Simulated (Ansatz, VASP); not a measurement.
# V in VASP and in Ansatz

```
V
1.0
    -1.51435    1.51435    1.51435
     1.51435   -1.51435    1.51435
     1.51435    1.51435   -1.51435
V
1
Direct
  0.00000 0.00000 0.00000
```

Alike in both runs: task single point; functional PBE; k mesh 12 × 12 × 12; occupations gaussian, width 0.012 eV; collinear spin.

|  | VASP | Ansatz |
| --- | --- | --- |
| version | VASP 6.6.1 | Ansatz 0.2.0 |
| potentials or method | VASP PAW PBE potentials, release 64 (V_sv), cutoff 520 eV | all-electron LAPW, scalar-relativistic |

|  | VASP | Ansatz | Ansatz less VASP |
| --- | --- | --- | --- |
| gap on the k mesh at the Fermi level (eV) | none | none | - |
| pressure (GPa) | -5.0 | -5.3 | -0.25 |
| net moment per atom (μB) | 0.12 | 0.12 | -0.002 |
| size of the moment on the site where the two differ most (μB) | 0.11 | 0.11 | +0.003 |

Site moments also hang on the region over which each program counts them. A gap of «none» marks a metal or a gap that the smearing closes. Ansatz ran all-electron here, and VASP with PAW potentials.
